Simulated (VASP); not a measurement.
# Mg (P6_3/mmc) in VASP: notebook

The runs below take Mg through electric field gradients, with r2SCAN.

Program: VASP 6.6.1. These are calculated values, not measurements. Logs are shortened: lines on timing, memory, paths and dates and some standing lists are left out, and cuts for length are marked.

## (1) The cell of the first run

It takes space group P6_3/mmc (No. 194, hexagonal). Conventional cell: a = 3.129 Å, b = 3.129 Å, c = 5.072 Å, α = 90.00°, β = 90.00°, γ = 120.00°. Within 4.1 Å of Mg (site symmetry -6m2) lie 12 Mg at 3.11 to 3.13 Å.

## (2) Electric field gradients, r2SCAN (volume scaled by 0.96)

POSCAR

```
Mg
1.0
    3.1291528515      0.0000000000      0.0000000000
   -1.5645764257      2.7099258617      0.0000000000
    0.0000000000      0.0000000000      5.0717206404
Mg
2
Direct
    0.3333333333      0.6666666667      0.2500000000
    0.6666666667      0.3333333333      0.7500000000
```

INCAR.step1

```
SYSTEM = Mg
ALGO = Normal
EDIFF = 1E-4
ENCUT = 520
GGA = PE
ISMEAR = -1
LASPH = .TRUE.
LCHARG = .FALSE.
LREAL = .FALSE.
LWAVE = .TRUE.
NBANDS = 9
NELM = 100
PREC = Accurate
SIGMA = 0.08
```

INCAR.step2

```
SYSTEM = Mg
ALGO = Normal
EDIFF = 1E-8
ENCUT = 520
ISIF = 2
ISMEAR = -1
ISTART = 1
LASPH = .TRUE.
LCHARG = .FALSE.
LEFG = .TRUE.
LMIXTAU = .TRUE.
LREAL = .FALSE.
LWAVE = .FALSE.
METAGGA = R2SCAN
NBANDS = 9
NELM = 100
PREC = Accurate
SIGMA = 0.08
```

KPOINTS

```
k-points
0
G
  15 15 8
  0 0 0
```

Potentials or basis: VASP PAW PBE potentials, release 64 (Mg).

On the command line:

```console
$ cat potpaw_PBE.64/Mg/POTCAR > POTCAR
$ cp INCAR.step1 INCAR
$ mpirun -np 1 vasp_std > vasp.out
$ cp INCAR.step2 INCAR
$ mpirun -np 1 vasp_std > vasp.out
```

OUTCAR:

```text
SYSTEM = Mg
   EDIFF = 1E-8
   ENCUT = 520
   ISIF = 2
   ISMEAR = -1
   ISTART = 1
   LASPH = .TRUE.
   LREAL = .FALSE.
   METAGGA = R2SCAN
   NELM = 100
   PREC = Accurate

 ion  position               nearest neighbor table
   1  0.333  0.667  0.250-   2 3.11   2 3.11   2 3.11   2 3.11   2 3.11   2 3.11
   2  0.667  0.333  0.750-   1 3.11   1 3.11   1 3.11   1 3.11   1 3.11   1 3.11

  LATTYP: Found a hexagonal cell.
 ALAT       =     3.1291528515
 C/A-ratio  =     1.6207967080

  Lattice vectors:

 A1 = (   3.1291528515,   0.0000000000,   0.0000000000)
 A2 = (  -1.5645764257,   2.7099258617,   0.0000000000)
 A3 = (   0.0000000000,   0.0000000000,   5.0717206404)

Analysis of symmetry for initial positions (statically):
=====================================================================
 Subroutine PRICEL returns:
 Original cell was already a primitive cell.

 Routine SETGRP: Setting up the symmetry group for a
 hexagonal supercell.

 Subroutine GETGRP returns: Found 24 space group operations
 (whereof 12 operations were pure point group operations)
 out of a pool of 24 trial point group operations.

The static configuration has the point symmetry D_3d.
 The point group associated with its full space group is D_6h.

Analysis of symmetry for dynamics (positions and initial velocities):
=====================================================================
 Subroutine PRICEL returns:
 Original cell was already a primitive cell.

 Routine SETGRP: Setting up the symmetry group for a
 hexagonal supercell.

 Subroutine GETGRP returns: Found 24 space group operations
 (whereof 12 operations were pure point group operations)
 out of a pool of 24 trial point group operations.

The dynamic configuration has the point symmetry D_3d.
 The point group associated with its full space group is D_6h.

 Subroutine INISYM returns: Found 24 space group operations
 (whereof 12 operations are pure point group operations),
 and found     1 'primitive' translations

----------------------------------------------------------------------------------------

                                     Primitive cell

  volume of cell :      43.0070

  direct lattice vectors                    reciprocal lattice vectors
     3.129152852  0.000000000  0.000000000     0.319575312  0.184506893  0.000000000
    -1.564576426  2.709925862  0.000000000     0.000000000  0.369013785  0.000000000
     0.000000000  0.000000000  5.071720640     0.000000000  0.000000000  0.197171743

  length of vectors
     3.129152852  3.129152851  5.071720640     0.369013785  0.369013785  0.197171743

  position of ions in fractional coordinates (direct lattice)
     0.333333333  0.666666667  0.250000000
     0.666666667  0.333333333  0.750000000

  ion indices of the primitive-cell ions
   primitive index   ion index
                 1           1
                 2           2

----------------------------------------------------------------------------------------

 KPOINTS: k-points

Automatic generation of k-mesh.
 Grid dimensions read from file:
 generate k-points for:   15   15    8

 Generating k-lattice:

  Cartesian coordinates                     Fractional coordinates (reciprocal lattice)
     0.021305021  0.012300460  0.000000000     0.066666667 -0.000000000  0.000000000
     0.000000000  0.024600919  0.000000000     0.000000000  0.066666667  0.000000000
     0.000000000  0.000000000  0.024646468     0.000000000  0.000000000  0.125000000

  Length of vectors
     0.024600919  0.024600919  0.024646468

  Shift w.r.t. Gamma in fractional coordinates (k-lattice)
     0.000000000  0.000000000  0.000000000

 Subroutine IBZKPT returns following result:
 ===========================================

 Found    135 irreducible k-points:

 Following reciprocal coordinates:
            Coordinates               Weight
  0.000000  0.000000  0.000000      1.000000
  0.066667  0.000000  0.000000      6.000000
  0.133333 -0.000000  0.000000      6.000000
  0.200000  0.000000  0.000000      6.000000
  0.266667 -0.000000  0.000000      6.000000
  0.333333 -0.000000  0.000000      6.000000
[... 16 lines left out ...]
  0.333333  0.200000  0.000000     12.000000
  0.400000  0.200000  0.000000      6.000000
 [... further k-points ...]
   k-points           NKPTS =    135   k-points in BZ     NKDIM =    135   number of bands    NBANDS=      9
   number of dos      NEDOS =    301   number of ions     NIONS =      2
   total plane-waves  NPLWV =  23040
   dimension x,y,z NGX =    24 NGY =   24 NGZ =   40
   dimension x,y,z NGXF=    48 NGYF=   48 NGZF=   80
   ions per type =               2
   NGX,Y,Z   is equivalent  to a cutoff of  12.75, 12.75, 13.11 a.u.
   NGXF,Y,Z  is equivalent  to a cutoff of  25.50, 25.50, 26.22 a.u.
 SYSTEM =  Mg
   PREC   = accura    normal or accurate (medium, high low for compatibility)
   ISTART =      1    job   : 0-new  1-cont  2-samecut
   ICHARG =      0    charge: 1-file 2-atom 10-const
   ISPIN  =      1    spin polarized calculation?
   LNONCOLLINEAR =      F non collinear calculations
   LSORBIT =      F    spin-orbit coupling
   LASPH  =      T    aspherical Exc in radial PAW
   ENCUT  =  520.0 eV  38.22 Ry    6.18 a.u.   5.82  5.82  9.43*2*pi/ulx,y,z
   NELM   =    100;   NELMIN=  2; NELMDL=  0     # of ELM steps
   EDIFF  = 0.1E-07   stopping-criterion for ELM
   LREAL  =      F    real-space projection
   EDIFFG = 0.1E-06   stopping-criterion for IOM
   NSW    =      0    number of steps for IOM
   IBRION =     -1    ionic relax: 0-MD 1-quasi-New 2-CG
   NFREE  =      0    steps in history (QN), initial steepest desc. (CG)
   ISIF   =      2    stress and relaxation
   ISYM   =      2    0-nonsym 1-usesym 2-fastsym
   POTIM  = 0.5000    time-step for ionic-motion
   TEBEG  =    0.0;   TEEND  =   0.0 temperature during run
   PSTRESS=    0.0 pullay stress
   NELECT =       4.0000    total number of electrons
   NUPDOWN=      -1.0000    fix difference up-down
   EMIN   =  10.00;   EMAX   =-10.00  energy-range for DOS
   EFERMI =   0.00;   METHOD = LEGACY
   ISMEAR =    -1;   SIGMA  =   0.08  broadening in eV -4-tet -1-fermi 0-gaus
   EFERMI_NEDOS =   21; number of points for ismear=-14 and -15
   IALGO  =     38    algorithm
   IMIX   =      4    mixing-type and parameters
     AMIX     =   0.40;   BMIX     =  1.00
     AMIX_MAG =   1.60;   BMIX_MAG =  1.00
  volume/ion in A,a.u.               =      21.50       145.11
  Fermi-wavevector in a.u.,A,eV,Ry     =   0.741734  1.401674  7.485513  0.550170
  Thomas-Fermi vector in A             =   1.836446
   LORBIT       =      0    0 simple, 1 ext, 2 COOP (PROOUT), +10 PAW based schemes
   METAGGA = R2SCAN    functional components
   LHFCALC =     F    Hartree Fock is set to
   AEXX    =    0.0000 exact exchange contribution
   IVDW    =     0    specifies the selected vdW correction
   LEPSILON=     F    determine dielectric tensor
   LRPA    =     F    only Hartree local field effects (RPA)
 non-spin polarized calculation
  energy-cutoff  :      520.00
  volume of cell :       43.01
 maximum number of plane-waves:      1182
 NGX is ok and might be reduce to    24
   NGX = 11   NGY = 11   NGZ = 19

 number of electron       4.0000000 magnetization

 Free energy of the ion-electron system (eV)
  ---------------------------------------------------
  ext. energy  EPLUGINS =         0.00000000
  ---------------------------------------------------
  free energy    TOTEN  =        -8.29497533 eV

  energy without entropy =       -8.28038733  energy(sigma->0) =       -8.28768133

 E-fermi :   2.9936     XC(G=0):  -9.2531

 val. band max:        2.9872412973   @ k =   0.4000   0.1333   0.3750
 cond. band min:       3.0020933568   @ k =   0.4667   0.0000   0.5000
 fundamental gap:      0.0148520595
 Fermi energy:         2.9935944364

 k-point     1 :       0.0000    0.0000    0.0000
  band No.  band energies     occupation
      1      -4.6874      2.00000
      2       0.9888      2.00000
      3       1.8181      2.00000
      4      15.0705      0.00000
      5      15.0705      0.00000
      6      15.3649      0.00000
      7      15.3649      0.00000
      8      15.9997      0.00000
      9      18.0704      0.00000

 k-point     2 :       0.0667    0.0000    0.0000
  band No.  band energies     occupation
      1      -4.5903      2.00000
      2       1.0779      2.00000
      3       1.9099      2.00000
      4      13.1798      0.00000
      5      14.1008      0.00000
      6      14.9358      0.00000
      7      16.4477      0.00000
      8      16.8954      0.00000
      9      18.2617      0.00000
[... 253 lines left out ...]
 k-point    24 :       0.4000    0.2000    0.0000
  band No.  band energies     occupation
      1       1.1152      2.00000
      2       1.3374      2.00000
      3       5.0385      0.00000
      4       6.5022      0.00000
      5       6.7628      0.00000
      6       7.2893      0.00000
      7       9.2651      0.00000
      8      10.7234      0.00000
      9      12.4194      0.00000

 [... further k-points ...]
[... 5 lines left out ...]
  --------------------------------------------------------------------------------------
  -------------------------------------------------------------------------------------
  Total        0.5638515      0.5638515      0.3385136      0.0000000      0.0000000      0.0000000
  in kB       21.0056334     21.0056334     12.6109313      0.0000000      0.0000000      0.0000000
  external PRESSURE =      18.2073994 kB  Pullay stress =       0.0000000 kB

 VOLUME and BASIS-vectors are now :
 -----------------------------------------------------------------------------
  energy-cutoff  :      520.00
  volume of cell :       43.01
      direct lattice vectors                 reciprocal lattice vectors
     3.129152852  0.000000000  0.000000000     0.319575312  0.184506893  0.000000000
    -1.564576426  2.709925862  0.000000000     0.000000000  0.369013785  0.000000000
     0.000000000  0.000000000  5.071720640     0.000000000  0.000000000  0.197171743

 POSITION                                       TOTAL-FORCE (eV/Angst)
 -----------------------------------------------------------------------------------
     -0.00000      1.80662      1.26793        -0.000000      0.000000      0.000000
      1.56458      0.90331      3.80379         0.000000     -0.000000      0.000000
 -----------------------------------------------------------------------------------
    total drift:                                0.000000     -0.000000      0.000000

  FREE ENERGIE OF THE ION-ELECTRON SYSTEM (eV)
  ---------------------------------------------------
  free  energy   TOTEN  =        -8.2949753278 eV

  energy  without entropy=       -8.2803873328  energy(sigma->0) =       -8.28768133

 Electric field gradients (V/A^2)
---------------------------------------------------------------------
 ion       V_xx      V_yy      V_zz      V_xy      V_xz      V_yz
---------------------------------------------------------------------
   1      -0.430    -0.430     0.859    -0.000    -0.000     0.000
   2      -0.430    -0.430     0.859    -0.000     0.000    -0.000
---------------------------------------------------------------------

 Electric field gradients after diagonalization (V/A^2)
 (convention: |V_zz| > |V_xx| > |V_yy|)
----------------------------------------------------------------------
 ion       V_xx      V_yy      V_zz     asymmetry (V_yy - V_xx)/ V_zz
----------------------------------------------------------------------
   1      -0.430    -0.429     0.859       0.000
   2      -0.430    -0.429     0.859       0.000
----------------------------------------------------------------------

           NMR quadrupolar parameters

 Cq : quadrupolar parameter    Cq=e*Q*V_zz/h
 eta: asymmetry parameters     (V_yy - V_xx)/ V_zz
 Q  : nuclear electric quadrupole moment in mb (millibarn)
----------------------------------------------------------------------
 ion       Cq(MHz)       eta       Q (mb)
----------------------------------------------------------------------
   1       0.002       0.000       1.000
   2       0.002       0.000       1.000
----------------------------------------------------------------------
```

Wall time 80 s (1 thread of Intel Xeon Platinum 8488C (Sapphire Rapids), shared host); peak memory 0.2 GiB.

What came out:

```
Free energy            : -8.2950 eV
Pressure               : 1.8 GPa
Band gap on the k mesh : zero (band 2 reaches 3.94 eV, above the bottom of band 3 at 1.82 eV)
```

Levels at points of the mesh, in eV from the Fermi level:
```csv
k point,band 1,band 2,band 3,band 4,band 5,band 6
"(0.00, 0.00, 0.00)",-7.68,-2.00,-1.18,12.08,12.08,12.37
"(0.00, 0.00, 0.50)",-6.13,-6.13,5.62,5.62,12.85,12.85
```

Electric field gradients, principal values (V/Å²):
```tsv
atom	least	middle	greatest (by size)
1 Mg	-0.429	-0.430	0.859
2 Mg	-0.429	-0.430	0.859
```

Caveat: without QUAD_EFG the Cq values of the log hold for a quadrupole moment of 1 mb, not for the nuclei; the PAW data sets were made with another functional, which shifts forces and pressure a little.

(Part 1 of 2 ends here.)
